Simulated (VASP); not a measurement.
# Cs3Ca4GeF12 (a cell with a defect) in VASP: single point with PBEsol

Aim: the single point of Cs3Ca4GeF12 (a cell with a defect) with PBEsol.

Everything below comes from runs of VASP 6.6.1. Logs are shortened: lines on timing, memory, paths and dates and some standing lists are left out, and cuts for length are marked.

## (1) The cell of the first run

The cell holds a defect, 40 atoms: a = 8.989 Å, b = 8.989 Å, c = 8.989 Å, α = 90.00°, β = 90.00°, γ = 90.00°.

## (2) Single point, PBEsol

Contents of INCAR:

```
SYSTEM = Cs3Ca4GeF12
PREC = Accurate
ENCUT = 520
EDIFF = 1E-7
ISMEAR = -1
SIGMA = 0.05
LREAL = Auto
LASPH = .True.
NELM = 60
ALGO = Normal
ISIF = 2
LWAVE = .False.
LCHARG = .False.
GGA = PS
ISYM = 0
NBANDS = 191
```

Contents of KPOINTS:

```
Automatic mesh
0
Gamma
  1 1 1
  0.25 0.25 0.25
```

Contents of POSCAR:

```
Cs3Ca4GeF12
1.0
    8.9888280000      0.0000000000      0.0000000000
    0.0000000000      8.9888280000      0.0000000000
    0.0000000000      0.0000000000      8.9888280000
Cs Ge Ca F
6 2 8 24
Direct
    0.0052630000      0.9868040000      0.9998010000
    0.0041030000      0.5066550000      0.9986440000
    0.0039740000      0.5224800000      0.5010840000
    0.5055160000      0.9902010000      0.0011760000
    0.5009370000      0.9756200000      0.4981570000
    0.5057490000      0.5129470000      0.0035830000
    0.9812470000      0.0898960000      0.4553050000
    0.4866470000      0.4327640000      0.5599830000
    0.2594000000      0.2467680000      0.2464460000
    0.2400750000      0.2403150000      0.7520750000
    0.2548000000      0.7473430000      0.2526170000
    0.2570140000      0.7478260000      0.7456250000
    0.7381470000      0.2589090000      0.2490190000
    0.7586180000      0.2499320000      0.7486600000
    0.7588740000      0.7527810000      0.2560860000
    0.7542310000      0.7505310000      0.7475700000
    0.2444320000      0.2517340000      0.9983480000
    0.1813870000      0.1895840000      0.4949740000
    0.2560390000      0.7386010000      0.9982220000
    0.2625540000      0.7417770000      0.4995220000
    0.7498760000      0.2467260000      0.9998110000
    0.6598240000      0.3035240000      0.5004380000
    0.7557690000      0.7592960000      0.0024780000
    0.7590160000      0.7509250000      0.5016110000
    0.9982300000      0.2172030000      0.2695900000
    0.0004370000      0.2528990000      0.7642820000
    0.0062940000      0.7422780000      0.2358840000
    0.0066400000      0.7419940000      0.7608370000
    0.4992600000      0.2445570000      0.2270540000
    0.4957340000      0.2885150000      0.7331520000
    0.5079850000      0.7568910000      0.2413160000
    0.5052950000      0.7560330000      0.7643800000
    0.2660290000      0.9987650000      0.2320160000
    0.2721560000      0.9987820000      0.7614920000
    0.2373730000      0.4926760000      0.2469320000
    0.2652650000      0.4901090000      0.7315040000
    0.7666020000      0.0109930000      0.2745320000
    0.7362830000      0.0049980000      0.7498620000
    0.7705950000      0.5010660000      0.2416510000
    0.7639110000      0.4979830000      0.7610470000
```

Potentials or basis: VASP PAW PBE potentials, release 64 (Cs_sv, Ge_d, Ca_sv, F).

Run with:

```sh
> cat potpaw_PBE.64/Cs_sv/POTCAR potpaw_PBE.64/Ge_d/POTCAR potpaw_PBE.64/Ca_sv/POTCAR potpaw_PBE.64/F/POTCAR > POTCAR
> mpirun -np 1 vasp_std > vasp.out
```

OUTCAR:

```text
SYSTEM = Cs3Ca4GeF12
   PREC = Accurate
   ENCUT = 520
   EDIFF = 1E-7
   ISMEAR = -1
   LREAL = Auto
   LASPH = .True.
   NELM = 60
   ISIF = 2
   GGA = PS
   ISYM = 0

 ion  position               nearest neighbor table
   1  0.005  0.987  1.000-
   2  0.004  0.507  0.999-
   3  0.004  0.522  0.501-
   4  0.506  0.990  0.001-
   5  0.501  0.976  0.498-
   6  0.506  0.513  0.004-
   7  0.981  0.090  0.455-  25 2.03  18 2.04
   8  0.487  0.433  0.560-  22 2.01  30 2.03
   9  0.259  0.247  0.246-  29 2.16  35 2.22  33 2.23  17 2.23  25 2.37  18 2.40
  10  0.240  0.240  0.752-  26 2.16  34 2.19  17 2.22  36 2.26  30 2.34  18 2.41
  11  0.255  0.747  0.253-  20 2.22  27 2.24  33 2.27  31 2.28  19 2.29  35 2.30
  12  0.257  0.748  0.746-  20 2.21  32 2.24  28 2.26  34 2.26  19 2.27  36 2.32
  13  0.738  0.259  0.249-  29 2.16  39 2.20  21 2.25  37 2.25  25 2.37  22 2.40
  14  0.759  0.250  0.749-  26 2.18  38 2.21  40 2.23  21 2.26  30 2.39  22 2.45
  15  0.759  0.753  0.256-  24 2.21  27 2.23  31 2.26  39 2.27  23 2.28  37 2.33
  16  0.754  0.751  0.748-  24 2.21  32 2.24  28 2.27  40 2.28  23 2.29  38 2.29
  17  0.244  0.252  0.998-  10 2.22   9 2.23
  18  0.181  0.190  0.495-   7 2.04   9 2.40  10 2.41
  19  0.256  0.739  0.998-  12 2.27  11 2.29
  20  0.263  0.742  0.500-  12 2.21  11 2.22
  21  0.750  0.247  1.000-  13 2.25  14 2.26
  22  0.660  0.304  0.500-   8 2.01  13 2.40  14 2.45
  23  0.756  0.759  0.002-  15 2.28  16 2.29
  24  0.759  0.751  0.502-  15 2.21  16 2.21
  25  0.998  0.217  0.270-   7 2.03   9 2.37  13 2.37
  26  0.000  0.253  0.764-  10 2.16  14 2.18
  27  0.006  0.742  0.236-  15 2.23  11 2.24
  28  0.007  0.742  0.761-  12 2.26  16 2.27
  29  0.499  0.245  0.227-  13 2.16   9 2.16
  30  0.496  0.289  0.733-   8 2.03  10 2.34  14 2.39
  31  0.508  0.757  0.241-  15 2.26  11 2.28
  32  0.505  0.756  0.764-  12 2.24  16 2.24
  33  0.266  0.999  0.232-   9 2.23  11 2.27
  34  0.272  0.999  0.761-  10 2.19  12 2.26
  35  0.237  0.493  0.247-   9 2.22  11 2.30
  36  0.265  0.490  0.732-  10 2.26  12 2.32
  37  0.767  0.011  0.275-  13 2.25  15 2.33
  38  0.736  0.005  0.750-  14 2.21  16 2.29
  39  0.771  0.501  0.242-  13 2.20  15 2.27
  40  0.764  0.498  0.761-  14 2.23  16 2.28

IMPORTANT INFORMATION: All symmetrisations will be switched off!
NOSYMM: (Re-)initialisation of all symmetry stuff for point group C_1.

----------------------------------------------------------------------------------------

                                     Primitive cell

  volume of cell :     726.2886

  direct lattice vectors                    reciprocal lattice vectors
     8.988828000  0.000000000  0.000000000     0.111249208  0.000000000  0.000000000
     0.000000000  8.988828000  0.000000000     0.000000000  0.111249208  0.000000000
     0.000000000  0.000000000  8.988828000     0.000000000  0.000000000  0.111249208

  length of vectors
     8.988828000  8.988828000  8.988828000     0.111249208  0.111249208  0.111249208

  position of ions in fractional coordinates (direct lattice)
     0.005263000  0.986804000  0.999801000
     0.004103000  0.506655000  0.998644000
     0.003974000  0.522480000  0.501084000
     0.505516000  0.990201000  0.001176000
     0.500937000  0.975620000  0.498157000
     0.505749000  0.512947000  0.003583000
[... 32 lines left out ...]
     0.770595000  0.501066000  0.241651000
     0.763911000  0.497983000  0.761047000

  ion indices of the primitive-cell ions
   primitive index   ion index
                 1           1
                 2           2
                 3           3
                 4           4
                 5           5
                 6           6
[... 32 lines left out ...]
                39          39
                40          40

----------------------------------------------------------------------------------------

 KPOINTS: Automatic mesh

Automatic generation of k-mesh.
 Grid dimensions read from file:
 generate k-points for:    1    1    1

 Generating k-lattice:

  Cartesian coordinates                     Fractional coordinates (reciprocal lattice)
     0.111249208  0.000000000  0.000000000     1.000000000  0.000000000  0.000000000
     0.000000000  0.111249208  0.000000000     0.000000000  1.000000000  0.000000000
     0.000000000  0.000000000  0.111249208     0.000000000  0.000000000  1.000000000

  Length of vectors
     0.111249208  0.111249208  0.111249208

  Shift w.r.t. Gamma in fractional coordinates (k-lattice)
     0.250000000  0.250000000  0.250000000

 Subroutine IBZKPT returns following result:
 ===========================================

 Found      4 irreducible k-points:

 Following reciprocal coordinates:
            Coordinates               Weight
  0.250000  0.250000  0.250000      2.000000
 -0.250000  0.250000  0.250000      2.000000
 -0.250000 -0.250000  0.250000      2.000000
  0.250000 -0.250000  0.250000      2.000000
   k-points           NKPTS =      4   k-points in BZ     NKDIM =      4   number of bands    NBANDS=    191
   number of dos      NEDOS =    301   number of ions     NIONS =     40
   total plane-waves  NPLWV = 343000
   dimension x,y,z NGX =    70 NGY =   70 NGZ =   70
   dimension x,y,z NGXF=   140 NGYF=  140 NGZF=  140
   ions per type =               6   2   8  24
   NGX,Y,Z   is equivalent  to a cutoff of  12.95, 12.95, 12.95 a.u.
   NGXF,Y,Z  is equivalent  to a cutoff of  25.89, 25.89, 25.89 a.u.
 SYSTEM =  Cs3Ca4GeF12
   PREC   = accura    normal or accurate (medium, high low for compatibility)
   ISTART =      0    job   : 0-new  1-cont  2-samecut
   ICHARG =      2    charge: 1-file 2-atom 10-const
   ISPIN  =      1    spin polarized calculation?
   LNONCOLLINEAR =      F non collinear calculations
   LSORBIT =      F    spin-orbit coupling
   LASPH  =      T    aspherical Exc in radial PAW
   ENCUT  =  520.0 eV  38.22 Ry    6.18 a.u.  16.71 16.71 16.71*2*pi/ulx,y,z
   NELM   =     60;   NELMIN=  2; NELMDL= -5     # of ELM steps
   EDIFF  = 0.1E-06   stopping-criterion for ELM
   LREAL  =      T    real-space projection
   EDIFFG = 0.1E-05   stopping-criterion for IOM
   NSW    =      0    number of steps for IOM
   IBRION =     -1    ionic relax: 0-MD 1-quasi-New 2-CG
   NFREE  =      0    steps in history (QN), initial steepest desc. (CG)
   ISIF   =      2    stress and relaxation
   ISYM   =      0    0-nonsym 1-usesym 2-fastsym
   POTIM  = 0.5000    time-step for ionic-motion
   TEBEG  =    0.0;   TEEND  =   0.0 temperature during run
   PSTRESS=    0.0 pullay stress
   NELECT =     330.0000    total number of electrons
   NUPDOWN=      -1.0000    fix difference up-down
   EMIN   =  10.00;   EMAX   =-10.00  energy-range for DOS
   EFERMI =   0.00;   METHOD = LEGACY
   ISMEAR =    -1;   SIGMA  =   0.05  broadening in eV -4-tet -1-fermi 0-gaus
   EFERMI_NEDOS =   21; number of points for ismear=-14 and -15
   IALGO  =     38    algorithm
   IMIX   =      4    mixing-type and parameters
     AMIX     =   0.40;   BMIX     =  1.00
     AMIX_MAG =   1.60;   BMIX_MAG =  1.00
  volume/ion in A,a.u.               =      18.16       122.53
  Fermi-wavevector in a.u.,A,eV,Ry     =   1.258567  2.378347 21.551511  1.583991
  Thomas-Fermi vector in A             =   2.392170
   LORBIT       =      0    0 simple, 1 ext, 2 COOP (PROOUT), +10 PAW based schemes
   GGA     = PS    functional components
   LHFCALC =     F    Hartree Fock is set to
   AEXX    =    0.0000 exact exchange contribution
   IVDW    =     0    specifies the selected vdW correction
   LEPSILON=     F    determine dielectric tensor
   LRPA    =     F    only Hartree local field effects (RPA)
 non-spin polarized calculation
  energy-cutoff  :      520.00
  volume of cell :      726.29
 maximum number of plane-waves:     19552
 NGX is ok and might be reduce to    70
   NGX = 33   NGY = 33   NGZ = 33

 number of electron     330.0000009 magnetization

 Free energy of the ion-electron system (eV)
  ---------------------------------------------------
  ext. energy  EPLUGINS =         0.00000000
  ---------------------------------------------------
  free energy    TOTEN  =      -208.41840114 eV

  energy without entropy =     -208.29667651  energy(sigma->0) =     -208.35753883

 E-fermi :   2.8699     XC(G=0):  -9.3016

 val. band max:        2.8407462930   @ k =   0.2500  -0.2500   0.2500
 cond. band min:       2.8996848107   @ k =  -0.2500   0.2500   0.2500
 fundamental gap:      0.0589385177
 Fermi energy:         2.8698770375

 k-point     1 :       0.2500    0.2500    0.2500
  band No.  band energies     occupation
      1     -37.6492      2.00000
      2     -37.6374      2.00000
      3     -37.6291      2.00000
      4     -37.5429      2.00000
      5     -37.1422      2.00000
      6     -37.1357      2.00000
[... 169 lines left out ...]
    176       6.8835      0.00000
    177       6.9219      0.00000

 k-point     2 :      -0.2500    0.2500    0.2500
  band No.  band energies     occupation
      1     -37.6492      2.00000
      2     -37.6374      2.00000
      3     -37.6291      2.00000
      4     -37.5429      2.00000
      5     -37.1422      2.00000
      6     -37.1357      2.00000
[... 169 lines left out ...]
    176       6.8716      0.00000
    177       6.9364      0.00000

 k-point     3 :      -0.2500   -0.2500    0.2500
  band No.  band energies     occupation
      1     -37.6492      2.00000
      2     -37.6374      2.00000
      3     -37.6291      2.00000
      4     -37.5429      2.00000
      5     -37.1422      2.00000
      6     -37.1357      2.00000
[... 169 lines left out ...]
    176       6.9195      0.00000
    177       6.9295      0.00000

 k-point     4 :       0.2500   -0.2500    0.2500
  band No.  band energies     occupation
      1     -37.6492      2.00000
      2     -37.6374      2.00000
      3     -37.6291      2.00000
      4     -37.5429      2.00000
      5     -37.1422      2.00000
      6     -37.1357      2.00000
[... 169 lines left out ...]
    176       6.9195      0.00000
    177       6.9487      0.00000
 [bands above 177 left out]

------------------------ aborting loop because EDIFF is reached ----------------------------------------

  FORCE on cell =-STRESS in cart. coord.  units (eV):
  Direction    XX          YY          ZZ          XY          YZ          ZX
  --------------------------------------------------------------------------------------
  -------------------------------------------------------------------------------------
  Total        2.4501849     -1.7960994     -0.5178053     -0.1033856     -0.5680313     -0.0037240
  in kB        5.4050564     -3.9621575     -1.1422675     -0.2280664     -1.2530651     -0.0082151
  external PRESSURE =       0.1002104 kB  Pullay stress =       0.0000000 kB

 VOLUME and BASIS-vectors are now :
 -----------------------------------------------------------------------------
  energy-cutoff  :      520.00
  volume of cell :      726.29
      direct lattice vectors                 reciprocal lattice vectors
     8.988828000  0.000000000  0.000000000     0.111249208  0.000000000  0.000000000
     0.000000000  8.988828000  0.000000000     0.000000000  0.111249208  0.000000000
     0.000000000  0.000000000  8.988828000     0.000000000  0.000000000  0.111249208

 POSITION                                       TOTAL-FORCE (eV/Angst)
 -----------------------------------------------------------------------------------
      0.04731      8.87021      8.98704         0.006974      0.010139      0.002206
      0.03688      4.55423      8.97664        -0.005246      0.001155      0.007218
      0.03572      4.69648      4.50416         0.002083      0.006613     -0.006827
      4.54400      8.90075      0.01057         0.002570      0.009585      0.000369
      4.50284      8.76968      4.47785         0.000678      0.008714     -0.000548
      4.54609      4.61079      0.03221         0.006054     -0.007339      0.005781
[... 32 lines left out ...]
      6.92675      4.50400      2.17216         0.001037      0.000004     -0.003871
      6.86666      4.47628      6.84092        -0.006129     -0.001302      0.008908
 -----------------------------------------------------------------------------------
    total drift:                               -0.010965     -0.000431      0.003880

  FREE ENERGIE OF THE ION-ELECTRON SYSTEM (eV)
  ---------------------------------------------------
  free  energy   TOTEN  =      -208.4184011443 eV

  energy  without entropy=     -208.2966765099  energy(sigma->0) =     -208.35753883
```

Wall time 27 min (1 thread of Intel Xeon Platinum 8259CL at 2.50GHz (Skylake/Cascade Lake), shared host); peak memory 0.91 GiB.

What came out:

```
Free energy            : -208.4184 eV
Pressure               : 0.0 GPa
Largest force          : 0.208 eV/Å
Band gap on the k mesh : 0.06 eV
```

Forces on the atoms (eV/Å):
```
Cs   0.007  0.010  0.002
Cs  -0.005  0.001  0.007
Cs   0.002  0.007 -0.007
Cs   0.003  0.010  0.000
Cs   0.001  0.009 -0.001
Cs   0.006 -0.007  0.006
Ge   0.064 -0.194 -0.043
Ge  -0.039  0.035 -0.036
Ca  -0.047  0.008  0.045
Ca  -0.005  0.005 -0.055
Ca   0.003 -0.001 -0.003
Ca  -0.013  0.002  0.009
Ca   0.012  0.024 -0.003
Ca   0.003  0.009 -0.003
Ca  -0.001  0.014  0.006
Ca   0.013  0.010 -0.001
F    0.009  0.008  0.005
F   -0.050  0.119  0.078
F    0.005 -0.001  0.002
F    0.000 -0.001 -0.009
F    0.000 -0.007 -0.004
F    0.069  0.003  0.008
F   -0.001  0.003 -0.004
F   -0.018  0.000  0.004
F   -0.014  0.019 -0.024
F   -0.016  0.002  0.014
F    0.002 -0.006  0.005
F    0.003 -0.007 -0.001
F    0.021 -0.013 -0.001
F    0.011 -0.029  0.027
F   -0.002  0.001 -0.004
F    0.002 -0.012 -0.008
F   -0.012 -0.014  0.002
F   -0.004 -0.023 -0.002
F   -0.001  0.018 -0.002
F    0.013  0.009 -0.010
F   -0.016  0.001  0.007
F    0.001 -0.011 -0.012
F    0.001  0.000 -0.004
F   -0.006 -0.001  0.009
```

Levels at points of the mesh, in eV from the valence-band top:
| k point | band 163 | band 164 | band 165 | band 166 | band 167 | band 168 |
| --- | --- | --- | --- | --- | --- | --- |
| (0.25, 0.25, 0.25) | -4.44 | -4.32 | -0.03 | 0.08 | 1.57 | 1.70 |

Caveat: semilocal functionals underestimate gaps, and a narrow one can read as zero; the PAW data sets were made with another functional, which shifts forces and pressure a little; spin-orbit coupling is left out, which moves the levels of the heavy elements.
